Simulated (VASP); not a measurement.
# Re (Fm-3m) in VASP: notebook

The runs below take Re through single point, relaxation of cell and atoms, with PBE.

All numbers are computed with VASP 6.6.1; they aren't measurements. Logs are shortened: lines on timing, memory, paths and dates and some standing lists are left out, and cuts for length are marked.

## 1. The cell of the first run

It takes space group Fm-3m (No. 225, cubic). The conventional cell has a = 3.916 Å, b = 3.916 Å, c = 3.916 Å, α = 90.00°, β = 90.00°, γ = 90.00°. Within 3.6 Å of Re (site symmetry m-3m) lie 12 Re at 2.77 Å.

## 2. Single point, PBE

Contents of INCAR:

```
ALGO = Normal
EDIFF = 1E-6
ENCUT = 520
GGA = PE
ISIF = 2
ISMEAR = -1
LASPH = T
LCHARG = F
LREAL = F
LWAVE = F
NBANDS = 10
NELM = 80
PREC = Accurate
SIGMA = 0.05
```

Contents of KPOINTS:

```
k-points
0
Gamma
  18 18 18
```

Contents of POSCAR:

```
Re
1.0
    0.0000000000      1.9577761423      1.9577761423
    1.9577761423      0.0000000000      1.9577761423
    1.9577761423      1.9577761423      0.0000000000
Re
1
Direct
    0.0000000000      0.0000000000      0.0000000000
```

Potentials or basis: VASP PAW PBE potentials, release 64 (Re).

On the command line:

```console
> cat potpaw_PBE.64/Re/POTCAR > POTCAR
> mpirun -np 1 vasp_std > vasp.out
```

OUTCAR:

```text
EDIFF = 1E-6
   ENCUT = 520
   GGA = PE
   ISIF = 2
   ISMEAR = -1
   LASPH = T
   LREAL = F
   NELM = 80
   PREC = Accurate

 ion  position               nearest neighbor table
   1  0.000  0.000  0.000-

  LATTYP: Found a face centered cubic cell.
 ALAT       =     3.9155522846

  Lattice vectors:

 A1 = (   0.0000000000,   1.9577761423,   1.9577761423)
 A2 = (   1.9577761423,   0.0000000000,   1.9577761423)
 A3 = (   1.9577761423,   1.9577761423,   0.0000000000)

Analysis of symmetry for initial positions (statically):
=====================================================================
 Subroutine PRICEL returns:
 Original cell was already a primitive cell.

 Routine SETGRP: Setting up the symmetry group for a
 face centered cubic supercell.

 Subroutine GETGRP returns: Found 48 space group operations
 (whereof 48 operations were pure point group operations)
 out of a pool of 48 trial point group operations.

The static configuration has the point symmetry O_h .

Analysis of symmetry for dynamics (positions and initial velocities):
=====================================================================
 Subroutine PRICEL returns:
 Original cell was already a primitive cell.

 Routine SETGRP: Setting up the symmetry group for a
 face centered cubic supercell.

 Subroutine GETGRP returns: Found 48 space group operations
 (whereof 48 operations were pure point group operations)
 out of a pool of 48 trial point group operations.

The dynamic configuration has the point symmetry O_h .

 Subroutine INISYM returns: Found 48 space group operations
 (whereof 48 operations are pure point group operations),
 and found     1 'primitive' translations

----------------------------------------------------------------------------------------

                                     Primitive cell

  volume of cell :      15.0079

  direct lattice vectors                    reciprocal lattice vectors
     0.000000000  1.957776142  1.957776142    -0.255391814  0.255391814  0.255391814
     1.957776142  0.000000000  1.957776142     0.255391814 -0.255391814  0.255391814
     1.957776142  1.957776142  0.000000000     0.255391814  0.255391814 -0.255391814

  length of vectors
     2.768713573  2.768713573  2.768713573     0.442351597  0.442351597  0.442351597

  position of ions in fractional coordinates (direct lattice)
     0.000000000  0.000000000  0.000000000

  ion indices of the primitive-cell ions
   primitive index   ion index
                 1           1

----------------------------------------------------------------------------------------

 KPOINTS: k-points

Automatic generation of k-mesh.
 Grid dimensions read from file:
 generate k-points for:   18   18   18

 Generating k-lattice:

  Cartesian coordinates                     Fractional coordinates (reciprocal lattice)
    -0.014188434  0.014188434  0.014188434     0.055555556  0.000000000  0.000000000
     0.014188434 -0.014188434  0.014188434     0.000000000  0.055555556  0.000000000
     0.014188434  0.014188434 -0.014188434     0.000000000  0.000000000  0.055555556

  Length of vectors
     0.024575089  0.024575089  0.024575089

  Shift w.r.t. Gamma in fractional coordinates (k-lattice)
     0.000000000  0.000000000  0.000000000

 Subroutine IBZKPT returns following result:
 ===========================================

 Found    195 irreducible k-points:

 Following reciprocal coordinates:
            Coordinates               Weight
  0.000000  0.000000  0.000000      1.000000
  0.055556  0.000000  0.000000      8.000000
  0.111111  0.000000  0.000000      8.000000
  0.166667  0.000000  0.000000      8.000000
  0.222222  0.000000  0.000000      8.000000
  0.277778  0.000000  0.000000      8.000000
[... 16 lines left out ...]
 -0.277778  0.055556  0.000000     24.000000
 -0.222222  0.055556  0.000000     24.000000
 [... further k-points ...]
   k-points           NKPTS =    195   k-points in BZ     NKDIM =    195   number of bands    NBANDS=     10
   number of dos      NEDOS =    301   number of ions     NIONS =      1
   total plane-waves  NPLWV =  13824
   dimension x,y,z NGX =    24 NGY =   24 NGZ =   24
   dimension x,y,z NGXF=    48 NGYF=   48 NGZF=   48
   ions per type =               1
   NGX,Y,Z   is equivalent  to a cutoff of  14.41, 14.41, 14.41 a.u.
   NGXF,Y,Z  is equivalent  to a cutoff of  28.82, 28.82, 28.82 a.u.
 SYSTEM =  unknown system
   PREC   = accura    normal or accurate (medium, high low for compatibility)
   ISTART =      0    job   : 0-new  1-cont  2-samecut
   ICHARG =      2    charge: 1-file 2-atom 10-const
   ISPIN  =      1    spin polarized calculation?
   LNONCOLLINEAR =      F non collinear calculations
   LSORBIT =      F    spin-orbit coupling
   LASPH  =      T    aspherical Exc in radial PAW
   ENCUT  =  520.0 eV  38.22 Ry    6.18 a.u.   5.15  5.15  5.15*2*pi/ulx,y,z
   NELM   =     80;   NELMIN=  2; NELMDL= -5     # of ELM steps
   EDIFF  = 0.1E-05   stopping-criterion for ELM
   LREAL  =      F    real-space projection
   EDIFFG = 0.1E-04   stopping-criterion for IOM
   NSW    =      0    number of steps for IOM
   IBRION =     -1    ionic relax: 0-MD 1-quasi-New 2-CG
   NFREE  =      0    steps in history (QN), initial steepest desc. (CG)
   ISIF   =      2    stress and relaxation
   ISYM   =      2    0-nonsym 1-usesym 2-fastsym
   POTIM  = 0.5000    time-step for ionic-motion
   TEBEG  =    0.0;   TEEND  =   0.0 temperature during run
   PSTRESS=    0.0 pullay stress
   NELECT =       7.0000    total number of electrons
   NUPDOWN=      -1.0000    fix difference up-down
   EMIN   =  10.00;   EMAX   =-10.00  energy-range for DOS
   EFERMI =   0.00;   METHOD = LEGACY
   ISMEAR =    -1;   SIGMA  =   0.05  broadening in eV -4-tet -1-fermi 0-gaus
   EFERMI_NEDOS =   21; number of points for ismear=-14 and -15
   IALGO  =     38    algorithm
   IMIX   =      4    mixing-type and parameters
     AMIX     =   0.40;   BMIX     =  1.00
     AMIX_MAG =   1.60;   BMIX_MAG =  1.00
  volume/ion in A,a.u.               =      15.01       101.28
  Fermi-wavevector in a.u.,A,eV,Ry     =   1.269603  2.399201 21.931106  1.611891
  Thomas-Fermi vector in A             =   2.402635
   LORBIT       =      0    0 simple, 1 ext, 2 COOP (PROOUT), +10 PAW based schemes
   GGA     = PE    functional components
[... 5 lines left out ...]
 non-spin polarized calculation
  energy-cutoff  :      520.00
  volume of cell :       15.01
 maximum number of plane-waves:       419
 NGX is ok and might be reduce to    24
   NGX = 11   NGY = 11   NGZ = 11

 number of electron       7.0000001 magnetization

 Free energy of the ion-electron system (eV)
  ---------------------------------------------------
  ext. energy  EPLUGINS =         0.00000000
  ---------------------------------------------------
  free energy    TOTEN  =       -12.36471897 eV

  energy without entropy =      -12.35723507  energy(sigma->0) =      -12.36097702

 E-fermi :   7.8998     XC(G=0): -13.6231

 val. band max:        7.8763611190   @ k =   0.4444   0.2222   0.0000
 cond. band min:       7.9177178099   @ k =   0.4444   0.3889   0.0556
 fundamental gap:      0.0413566909
 Fermi energy:         7.8997869140

 k-point     1 :       0.0000    0.0000    0.0000
  band No.  band energies     occupation
      1      -2.0840      2.00000
      2       6.0435      2.00000
      3       6.0435      2.00000
      4       6.0435      2.00000
      5       9.1369      0.00000
      6       9.1369      0.00000
      7      21.8036      0.00000
      8      27.3499      0.00000
      9      27.3499      0.00000
     10      27.3499      0.00000

 k-point     2 :       0.0556    0.0000    0.0000
  band No.  band energies     occupation
      1      -1.9432      2.00000
      2       5.9472      2.00000
      3       6.1099      2.00000
      4       6.1099      2.00000
      5       9.0834      0.00000
      6       9.0834      0.00000
      7      22.0779      0.00000
      8      26.6030      0.00000
      9      27.6061      0.00000
     10      27.6061      0.00000

 k-point     3 :       0.1111    0.0000    0.0000
  band No.  band energies     occupation
      1      -1.5357      2.00000
      2       5.6989      2.00000
      3       6.2830      2.00000
      4       6.2830      2.00000
      5       8.9643      0.00000
      6       8.9643      0.00000
      7      22.8224      0.00000
      8      25.2477      0.00000
      9      28.3506      0.00000
     10      28.3506      0.00000

 k-point     4 :       0.1667    0.0000    0.0000
  band No.  band energies     occupation
      1      -0.9116      2.00000
      2       5.4055      2.00000
      3       6.4734      2.00000
      4       6.4734      2.00000
      5       8.9048      0.00000
      6       8.9048      0.00000
      7      23.3565      0.00000
      8      24.4210      0.00000
      9      29.5183      0.00000
     10      29.5183      0.00000

 k-point     5 :       0.2222    0.0000    0.0000
  band No.  band energies     occupation
      1      -0.1731      2.00000
      2       5.2197      2.00000
      3       6.5402      2.00000
      4       6.5402      2.00000
      5       9.0800      0.00000
      6       9.0800      0.00000
      7      22.3231      0.00000
      8      25.1981      0.00000
      9      31.0081      0.00000
     10      31.0292      0.00000

 k-point     6 :       0.2778    0.0000    0.0000
  band No.  band energies     occupation
      1       0.5073      2.00000
      2       5.3302      2.00000
      3       6.4284      2.00000
      4       6.4284      2.00000
      5       9.5563      0.00000
      6       9.5563      0.00000
      7      21.1900      0.00000
      8      25.1745      0.00000
      9      32.1578      0.00000
     10      32.4032      0.00000

 k-point     7 :       0.3333    0.0000    0.0000
  band No.  band energies     occupation
      1       0.9485      2.00000
      2       5.8851      2.00000
      3       6.2252      2.00000
      4       6.2252      2.00000
      5      10.2197      0.00000
      6      10.2197      0.00000
      7      20.1171      0.00000
      8      23.8890      0.00000
      9      31.0090      0.00000
     10      31.0098      0.00000

 k-point     8 :       0.3889    0.0000    0.0000
  band No.  band energies     occupation
      1       1.1287      2.00000
      2       6.0278      2.00000
      3       6.0278      2.00000
      4       6.7962      2.00000
      5      10.8988      0.00000
      6      10.8988      0.00000
      7      19.0352      0.00000
      8      22.4690      0.00000
      9      29.3338      0.00000
     10      29.3338      0.00000

 k-point     9 :       0.4444    0.0000    0.0000
  band No.  band energies     occupation
      1       1.1690      2.00000
      2       5.8919      2.00000
      3       5.8919      2.00000
      4       7.7003      1.96365
      5      11.4158      0.00000
      6      11.4158      0.00000
      7      18.0372      0.00000
      8      21.5805      0.00000
      9      28.2063      0.00000
     10      28.2063      0.00000
[... 118 lines left out ...]
 k-point    19 :       0.5000    0.0556    0.0000
  band No.  band energies     occupation
      1       1.2953      2.00000
      2       5.6885      2.00000
      3       5.9627      2.00000
      4       7.7731      1.85296
      5      11.6226      0.00000
      6      11.9005      0.00000
      7      17.5512      0.00000
      8      21.6096      0.00000
      9      27.7136      0.00000
     10      27.8014      0.00000

 k-point    20 :      -0.4444    0.0556    0.0000
  band No.  band energies     occupation
      1       1.2964      2.00000
      2       5.7237      2.00000
      3       5.9611      2.00000
      4       7.6583      1.98415
      5      11.3618      0.00000
      6      11.9971      0.00000
      7      17.7243      0.00000
      8      21.6941      0.00000
      9      27.5845      0.00000
     10      28.1940      0.00000

 k-point    21 :      -0.3889    0.0556    0.0000
  band No.  band energies     occupation
      1       1.2788      2.00000
      2       5.8560      2.00000
      3       6.0553      2.00000
      4       6.9149      2.00000
      5      10.7815      0.00000
      6      11.6619      0.00000
      7      18.6859      0.00000
      8      22.3007      0.00000
      9      28.1084      0.00000
     10      29.3969      0.00000

 k-point    22 :      -0.3333    0.0556    0.0000
  band No.  band energies     occupation
      1       1.1614      2.00000
      2       5.9914      2.00000
      3       6.0666      2.00000
      4       6.2321      2.00000
      5      10.0363      0.00000
      6      11.0571      0.00000
      7      19.8775      0.00000
      8      23.4832      0.00000
      9      29.1775      0.00000
     10      31.1875      0.00000

 k-point    23 :      -0.2778    0.0556    0.0000
  band No.  band energies     occupation
      1       0.8119      2.00000
      2       5.3260      2.00000
      3       6.3003      2.00000
      4       6.4523      2.00000
      5       9.2927      0.00000
      6      10.3603      0.00000
      7      21.0124      0.00000
      8      24.9193      0.00000
      9      30.3309      0.00000
     10      31.4831      0.00000

 k-point    24 :      -0.2222    0.0556    0.0000
  band No.  band energies     occupation
      1       0.1890      2.00000
      2       5.0984      2.00000
      3       6.4931      2.00000
      4       6.6249      2.00000
      5       8.7223      0.00000
      6       9.7406      0.00000
      7      22.1358      0.00000
      8      25.4877      0.00000
      9      30.1732      0.00000
     10      31.3969      0.00000

 [... further k-points ...]

------------------------ aborting loop because EDIFF is reached ----------------------------------------

  FORCE on cell =-STRESS in cart. coord.  units (eV):
  Direction    XX          YY          ZZ          XY          YZ          ZX
  --------------------------------------------------------------------------------------
  -------------------------------------------------------------------------------------
  Total       -0.0574854     -0.0574854     -0.0574854      0.0000000      0.0000000      0.0000000
  in kB       -6.1368975     -6.1368975     -6.1368975      0.0000000      0.0000000      0.0000000
  external PRESSURE =      -6.1368975 kB  Pullay stress =       0.0000000 kB

 VOLUME and BASIS-vectors are now :
 -----------------------------------------------------------------------------
  energy-cutoff  :      520.00
  volume of cell :       15.01
      direct lattice vectors                 reciprocal lattice vectors
     0.000000000  1.957776142  1.957776142    -0.255391814  0.255391814  0.255391814
     1.957776142  0.000000000  1.957776142     0.255391814 -0.255391814  0.255391814
     1.957776142  1.957776142  0.000000000     0.255391814  0.255391814 -0.255391814

 POSITION                                       TOTAL-FORCE (eV/Angst)
 -----------------------------------------------------------------------------------
      0.00000      0.00000      0.00000         0.000000      0.000000      0.000000
 -----------------------------------------------------------------------------------
    total drift:                               -0.000000      0.000000     -0.000000

  FREE ENERGIE OF THE ION-ELECTRON SYSTEM (eV)
  ---------------------------------------------------
  free  energy   TOTEN  =       -12.3647189696 eV

  energy  without entropy=      -12.3572350689  energy(sigma->0) =      -12.36097702
```

Wall time 20 s (1 thread of Intel Xeon Platinum 8375C at 2.90GHz (Ice Lake), shared host); peak memory 0.16 GiB.

Results:

- Free energy: -12.3647 eV
- Pressure: -0.6 GPa

Caveat: spin-orbit coupling is left out, which moves the levels of the heavy elements.

[end of part 1 of 2]
